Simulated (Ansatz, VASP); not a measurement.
One calculation of Sb, two programs

```
Sb
1.0
    -1.54436    1.54436    2.65658
     1.54436   -1.54436    2.65658
     1.54436    1.54436   -2.65658
Sb
1
Direct
  0.00000 0.00000 0.00000
```

Alike in both runs: task single point; functional PBE0; k mesh 6 × 6 × 6; occupations fermi-dirac, width 0.05 eV; no spin polarisation.

|  | VASP | Ansatz |
| --- | --- | --- |
| version | VASP 6.6.1 | Ansatz 0.2.0 |
| potentials or method | VASP PAW PBE potentials, release 64 (Sb) | Ansatz PAW |
| plane-wave cutoff (eV) | 520 | 420 |
| valence electrons in the cell | 5 | 15 |

```tsv
	VASP	Ansatz	Ansatz less VASP
gap on the k mesh at the Fermi level (eV)	none	none	-
pressure (GPa)	2.8	4.2	+1.39
traceless stress, the component that is largest in VASP (GPa)	-2.83	-3.12	-0.289
```

A gap of «none» marks a metal or a gap that the smearing closes. The functional is the same, so the differences come from potentials, cutoffs and numerics. VASP's potentials hold 5 valence electrons a cell and Ansatz's 15, so a difference there can come from the potentials and not from the codes.

The k mesh is coarse, so the values compare programs but aren't converged. Neither program's run includes spin-orbit coupling.
